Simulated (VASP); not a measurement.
# AlRu (a.f) (Pm-3m) in VASP: a series of runs, part 2 of 2

VASP 6.6.1.

**3. Single point, PBEsol**

This run uses another cell than the first one, of 13.18 Å³/atom, 1.006 times its volume.

INCAR

```
SYSTEM = AlRu
PREC = Accurate ; ENCUT = 500
EDIFF = 1E-6 ; ISMEAR = 0
SIGMA = 0.1 ; LREAL = .FALSE.
LASPH = .TRUE. ; NELM = 120
ALGO = Normal ; ISIF = 2
LWAVE = .FALSE. ; LCHARG = .FALSE.
GGA = PS ; NBANDS = 16
GGA_COMPAT = .FALSE.
```

KPOINTS

```
Automatic mesh
0
G
  14 14 14
  0 0 0
```

POSCAR

```
AlRu
1.0
    2.9761987020      0.0000000000      0.0000000000
    0.0000000000      2.9761987020      0.0000000000
    0.0000000000      0.0000000000      2.9761987020
Ru Al
1 1
Direct
    0.0000000000      0.0000000000      0.0000000000
    0.5000000000      0.5000000000      0.5000000000
```

Potentials or basis: VASP PAW PBE potentials, release 64 (Ru_pv, Al).

Started as:

```bash
$ cat potpaw_PBE.64/Ru_pv/POTCAR potpaw_PBE.64/Al/POTCAR > POTCAR
$ mpirun -np 1 vasp_std > vasp.out
```

OUTCAR:

```text
SYSTEM = AlRu
   PREC = Accurate
   ENCUT = 500
   EDIFF = 1E-6
   ISMEAR = 0
   LREAL = .FALSE.
   LASPH = .TRUE.
   NELM = 120
   ISIF = 2
   GGA = PS

 ion  position               nearest neighbor table
   1  0.000  0.000  0.000-   2 2.58   2 2.58   2 2.58   2 2.58   2 2.58   2 2.58   2 2.58   2 2.58

   2  0.500  0.500  0.500-   1 2.58   1 2.58   1 2.58   1 2.58   1 2.58   1 2.58   1 2.58   1 2.58

  LATTYP: Found a simple cubic cell.
 ALAT       =     2.9761987020

  Lattice vectors:

 A1 = (   2.9761987020,   0.0000000000,   0.0000000000)
 A2 = (   0.0000000000,   2.9761987020,   0.0000000000)
 A3 = (   0.0000000000,   0.0000000000,   2.9761987020)

Analysis of symmetry for initial positions (statically):
=====================================================================
 Subroutine PRICEL returns:
 Original cell was already a primitive cell.

 Routine SETGRP: Setting up the symmetry group for a
 simple cubic supercell.

 Subroutine GETGRP returns: Found 48 space group operations
 (whereof 48 operations were pure point group operations)
 out of a pool of 48 trial point group operations.

The static configuration has the point symmetry O_h .

Analysis of symmetry for dynamics (positions and initial velocities):
=====================================================================
 Subroutine PRICEL returns:
 Original cell was already a primitive cell.

 Routine SETGRP: Setting up the symmetry group for a
 simple cubic supercell.

 Subroutine GETGRP returns: Found 48 space group operations
 (whereof 48 operations were pure point group operations)
 out of a pool of 48 trial point group operations.

The dynamic configuration has the point symmetry O_h .

 Subroutine INISYM returns: Found 48 space group operations
 (whereof 48 operations are pure point group operations),
 and found     1 'primitive' translations

----------------------------------------------------------------------------------------

                                     Primitive cell

  volume of cell :      26.3624

  direct lattice vectors                    reciprocal lattice vectors
     2.976198702  0.000000000  0.000000000     0.335999071  0.000000000  0.000000000
     0.000000000  2.976198702  0.000000000     0.000000000  0.335999071  0.000000000
     0.000000000  0.000000000  2.976198702     0.000000000  0.000000000  0.335999071

  length of vectors
     2.976198702  2.976198702  2.976198702     0.335999071  0.335999071  0.335999071

  position of ions in fractional coordinates (direct lattice)
     0.000000000  0.000000000  0.000000000
     0.500000000  0.500000000  0.500000000

  ion indices of the primitive-cell ions
   primitive index   ion index
                 1           1
                 2           2

----------------------------------------------------------------------------------------

 KPOINTS: Automatic mesh

Automatic generation of k-mesh.
 Grid dimensions read from file:
 generate k-points for:   14   14   14

 Generating k-lattice:

  Cartesian coordinates                     Fractional coordinates (reciprocal lattice)
     0.023999934  0.000000000  0.000000000     0.071428571  0.000000000  0.000000000
     0.000000000  0.023999934  0.000000000     0.000000000  0.071428571  0.000000000
     0.000000000  0.000000000  0.023999934     0.000000000  0.000000000  0.071428571

  Length of vectors
     0.023999934  0.023999934  0.023999934

  Shift w.r.t. Gamma in fractional coordinates (k-lattice)
     0.000000000  0.000000000  0.000000000

 Subroutine IBZKPT returns following result:
 ===========================================

 Found    120 irreducible k-points:

 Following reciprocal coordinates:
            Coordinates               Weight
  0.000000  0.000000  0.000000      1.000000
  0.071429  0.000000  0.000000      6.000000
  0.142857  0.000000  0.000000      6.000000
  0.214286  0.000000  0.000000      6.000000
  0.285714  0.000000  0.000000      6.000000
  0.357143  0.000000  0.000000      6.000000
[... 16 lines left out ...]
  0.285714  0.214286  0.000000     24.000000
  0.357143  0.214286  0.000000     24.000000
 [... further k-points ...]
   k-points           NKPTS =    120   k-points in BZ     NKDIM =    120   number of bands    NBANDS=     16
   number of dos      NEDOS =    301   number of ions     NIONS =      2
   total plane-waves  NPLWV =  13824
   dimension x,y,z NGX =    24 NGY =   24 NGZ =   24
   dimension x,y,z NGXF=    48 NGYF=   48 NGZF=   48
   ions per type =               1   1
   NGX,Y,Z   is equivalent  to a cutoff of  13.41, 13.41, 13.41 a.u.
   NGXF,Y,Z  is equivalent  to a cutoff of  26.81, 26.81, 26.81 a.u.
 SYSTEM =  AlRu
   PREC   = accura    normal or accurate (medium, high low for compatibility)
   ISTART =      0    job   : 0-new  1-cont  2-samecut
   ICHARG =      2    charge: 1-file 2-atom 10-const
   ISPIN  =      1    spin polarized calculation?
   LNONCOLLINEAR =      F non collinear calculations
   LSORBIT =      F    spin-orbit coupling
   LASPH  =      T    aspherical Exc in radial PAW
   ENCUT  =  500.0 eV  36.75 Ry    6.06 a.u.   5.43  5.43  5.43*2*pi/ulx,y,z
   NELM   =    120;   NELMIN=  2; NELMDL= -5     # of ELM steps
   EDIFF  = 0.1E-05   stopping-criterion for ELM
   LREAL  =      F    real-space projection
   EDIFFG = 0.1E-04   stopping-criterion for IOM
   NSW    =      0    number of steps for IOM
   IBRION =     -1    ionic relax: 0-MD 1-quasi-New 2-CG
   NFREE  =      0    steps in history (QN), initial steepest desc. (CG)
   ISIF   =      2    stress and relaxation
   ISYM   =      2    0-nonsym 1-usesym 2-fastsym
   POTIM  = 0.5000    time-step for ionic-motion
   TEBEG  =    0.0;   TEEND  =   0.0 temperature during run
   PSTRESS=    0.0 pullay stress
   NELECT =      17.0000    total number of electrons
   NUPDOWN=      -1.0000    fix difference up-down
   EMIN   =  10.00;   EMAX   =-10.00  energy-range for DOS
   EFERMI =   0.00;   METHOD = LEGACY
   ISMEAR =     0;   SIGMA  =   0.10  broadening in eV -4-tet -1-fermi 0-gaus
   EFERMI_NEDOS =   21; number of points for ismear=-14 and -15
   IALGO  =     38    algorithm
   IMIX   =      4    mixing-type and parameters
     AMIX     =   0.40;   BMIX     =  1.00
     AMIX_MAG =   1.60;   BMIX_MAG =  1.00
  volume/ion in A,a.u.               =      13.18        88.95
  Fermi-wavevector in a.u.,A,eV,Ry     =   1.414368  2.672769 27.217611  2.000438
  Thomas-Fermi vector in A             =   2.535918
   LORBIT       =      0    0 simple, 1 ext, 2 COOP (PROOUT), +10 PAW based schemes
   GGA     = PS    functional components
   LHFCALC =     F    Hartree Fock is set to
   AEXX    =    0.0000 exact exchange contribution
   IVDW    =     0    specifies the selected vdW correction
   LEPSILON=     F    determine dielectric tensor
   LRPA    =     F    only Hartree local field effects (RPA)
 non-spin polarized calculation
 Gauss-broadening in eV      SIGMA  =   0.10
  energy-cutoff  :      500.00
  volume of cell :       26.36
 maximum number of plane-waves:       691
 NGX is ok and might be reduce to    24
   NGX = 11   NGY = 11   NGZ = 11

 number of electron      16.9999996 magnetization

 Free energy of the ion-electron system (eV)
  ---------------------------------------------------
  ext. energy  EPLUGINS =         0.00000000
  ---------------------------------------------------
  free energy    TOTEN  =       -15.51836284 eV

  energy without entropy =      -15.50908576  energy(sigma->0) =      -15.51372430

 E-fermi :  10.8149     XC(G=0): -12.7670

 val. band max:       10.8060039389   @ k =   0.5000   0.2857   0.1429
 cond. band min:      10.8260536122   @ k =   0.1429   0.0714   0.0714
 fundamental gap:      0.0200496733
 Fermi energy:        10.8148828805

 k-point     1 :       0.0000    0.0000    0.0000
  band No.  band energies     occupation
      1     -30.8979      2.00000
      2     -30.8979      2.00000
      3     -30.8979      2.00000
      4       1.0414      2.00000
      5       7.1420      2.00000
      6       7.1420      2.00000
[... 8 lines left out ...]
     15      22.8147      0.00000
     16      26.1909      0.00000
[... 419 lines left out ...]
 k-point    24 :       0.3571    0.2143    0.0000
  band No.  band energies     occupation
      1     -31.0694      2.00000
      2     -30.9670      2.00000
      3     -30.8749      2.00000
      4       3.9273      2.00000
      5       6.8158      2.00000
      6       8.1990      2.00000
[... 8 lines left out ...]
     15      23.5220      0.00000
     16      25.2865      0.00000

 [... further k-points ...]
[... 5 lines left out ...]
  --------------------------------------------------------------------------------------
  -------------------------------------------------------------------------------------
  Total        0.0182058      0.0182058      0.0182058      0.0000000      0.0000000     -0.0000000
  in kB        1.1064541      1.1064541      1.1064541      0.0000000      0.0000000     -0.0000000
  external PRESSURE =       1.1064541 kB  Pullay stress =       0.0000000 kB

 VOLUME and BASIS-vectors are now :
 -----------------------------------------------------------------------------
  energy-cutoff  :      500.00
  volume of cell :       26.36
      direct lattice vectors                 reciprocal lattice vectors
     2.976198702  0.000000000  0.000000000     0.335999071  0.000000000  0.000000000
     0.000000000  2.976198702  0.000000000     0.000000000  0.335999071  0.000000000
     0.000000000  0.000000000  2.976198702     0.000000000  0.000000000  0.335999071

 POSITION                                       TOTAL-FORCE (eV/Angst)
 -----------------------------------------------------------------------------------
      0.00000      0.00000      0.00000         0.000000      0.000000      0.000000
      1.48810      1.48810      1.48810         0.000000      0.000000      0.000000
 -----------------------------------------------------------------------------------
    total drift:                                0.000000      0.000000      0.000000

  FREE ENERGIE OF THE ION-ELECTRON SYSTEM (eV)
  ---------------------------------------------------
  free  energy   TOTEN  =       -15.5183628418 eV

  energy  without entropy=      -15.5090857586  energy(sigma->0) =      -15.51372430
```

OSZICAR:

```text
N       E                     dE             d eps       ncg     rms          rms(c)
DAV:   1     0.113659895800E+03    0.11366E+03   -0.87462E+03  3840   0.967E+02
DAV:   2    -0.145445837607E+02   -0.12820E+03   -0.12270E+03  4480   0.289E+02
DAV:   3    -0.163092851195E+02   -0.17647E+01   -0.17588E+01  4680   0.358E+01
DAV:   4    -0.163187746328E+02   -0.94895E-02   -0.94886E-02  4848   0.286E+00
DAV:   5    -0.163189039401E+02   -0.12931E-03   -0.12919E-03  4872   0.325E-01    0.136E+01
DAV:   6    -0.156218048191E+02    0.69710E+00   -0.26662E+00  4184   0.177E+01    0.244E+00
DAV:   7    -0.155378630429E+02    0.83942E-01   -0.20874E-01  4104   0.515E+00    0.217E+00
DAV:   8    -0.155186492287E+02    0.19214E-01   -0.19349E-02  4528   0.104E+00    0.216E-01
DAV:   9    -0.155183775507E+02    0.27168E-03   -0.36365E-04  4744   0.155E-01    0.142E-01
DAV:  10    -0.155183644318E+02    0.13119E-04   -0.25679E-05  4352   0.536E-02    0.831E-03
DAV:  11    -0.155183632147E+02    0.12171E-05   -0.10687E-06  3616   0.113E-02    0.536E-03
DAV:  12    -0.155183628418E+02    0.37297E-06   -0.52981E-08  2384   0.255E-03
   1 F= -.15518363E+02 E0= -.15513724E+02  d E =-.927708E-02
```

stdout:

```text
POSCAR found type information on POSCAR RuAl
 POSCAR found :  2 types and       2 ions
 scaLAPACK will be used
 -----------------------------------------------------------------------------
|                                                                             |
|                                                                             |
|     You enforced a specific xc type in the INCAR file but a different       |
|     I HOPE YOU KNOW WHAT YOU ARE DOING!                                     |
|                                                                             |
 -----------------------------------------------------------------------------

 LDA part: xc-table for (Slater+PW92), standard interpolation
 POSCAR, INCAR and KPOINTS ok, starting setup
 FFT: planning ... GRIDC
 FFT: planning ... GRID_SOFT
 FFT: planning ... GRID
 WAVECAR not read
 entering main loop
```

Run time: 50 s. Hardware: 1 thread of Intel Xeon 8259CL, shared host; peak memory 0.17 GiB.

Results:

| Item | Value |
| --- | --- |
| Free energy | -15.5184 eV |
| Pressure | 0.1 GPa |

Caveat: the PAW data sets were made with another functional, which shifts forces and pressure a little.

**4. Relaxation of cell and atoms, PBEsol**

INCAR

```
PREC = Accurate
ENCUT = 500
EDIFF = 1E-7
ISMEAR = 0
SIGMA = 0.1
LREAL = F
LASPH = T
NELM = 120
ALGO = Normal
ISIF = 3
LWAVE = F
LCHARG = F
GGA = PS
IBRION = 2
NSW = 100
EDIFFG = -0.002
GGA_COMPAT = F
NELMIN = 4
```

KPOINTS

```
regular mesh
0
Gamma
  14 14 14
```

POSCAR

```
AlRu
1.0
    2.9700000000      0.0000000000      0.0000000000
    0.0000000000      2.9700000000      0.0000000000
    0.0000000000      0.0000000000      2.9700000000
Ru Al
1 1
Direct
    0.0000000000      0.0000000000      0.0000000000
    0.5000000000      0.5000000000      0.5000000000
```

Started as:

```bash
$ cat potpaw_PBE.64/Ru_pv/POTCAR potpaw_PBE.64/Al/POTCAR > POTCAR
$ mpirun -np 1 vasp_std > vasp.out
```

It took 94 s on 1 thread of Intel Xeon 8259CL, shared host; peak memory 0.17 GiB.

The run converged. Its results:

| Property | Result |
| --- | --- |
| Free energy | -15.5183 eV |
| Relaxed volume | 13.19 Å³/atom |
| Relaxed cell | a = 2.977 Å, b = 2.977 Å, c = 2.977 Å, α = 90.00°, β = 90.00°, γ = 90.00° |
| Space group after relaxing (to 0.05 Å) | Pm-3m (No. 221) |
| Energy gained by relaxing | 0.4 meV/atom |
| Ionic steps | 3 |
| Pressure after relaxing | 0.0 GPa |

The path:
```tsv
step	energy change (eV)	largest force (eV/Å)	pressure (GPa)	volume (Å³)
1	0.0000	0.0000	1.51	26.20
2	0.0014	0.0000	-2.37	26.67
3	-0.0008	0.0000	0.00	26.38
```

Final structure:
```
Ru Al
1.0
     2.97668    0.00000    0.00000
     0.00000    2.97668    0.00000
     0.00000    0.00000    2.97668
Ru Al
1 1
Cartesian
  0.0000 0.0000 0.0000
  1.4883 1.4883 1.4883
```

Levels at points of the mesh, in eV from the Fermi level:
```
           k point  band 5  band 6  band 7  band 8  band 9  band 10  band 11  band 12
(0.00, 0.00, 0.00)   -3.67   -3.67    0.20    0.20    0.20     6.15     6.15     6.15
(0.50, 0.00, 0.00)   -5.50   -2.85   -1.63   -1.63    0.46     2.34     7.44    11.08
(0.50, 0.50, 0.00)   -3.15   -1.38   -1.38   -1.19   -1.19     1.57     5.38     6.44
(0.50, 0.50, 0.50)   -4.71   -4.71    1.67    1.67    2.70     4.14     4.14     4.14
```

Caveat: the PAW data sets were made with another functional, which shifts forces and pressure a little.

**5. Overview**

| task | cell | k mesh | gap on the mesh (eV) | pressure (GPa) |
| --- | --- | --- | --- | --- |
| single point | a = 2.970 Å, 2 atoms | 6 × 6 × 6 | none | 1.4 |
| single point | a = 2.976 Å, 2 atoms | 14 × 14 × 14 | none | 0.1 |
| relaxation of cell and atoms | relaxed from a = 2.970 Å, 2 atoms | 14 × 14 × 14 | none | 0.0 |

Alike in all rows: level PBEsol; potentials or basis VASP PAW PBE potentials, release 64 (Ru_pv, Al); no spin polarisation; cutoff (eV) 500; smearing gaussian 0.1 eV.

Caveats: the PAW data sets were made with another functional, which shifts forces and pressure a little.

Absolute energies hang on the potentials; compare differences alone.
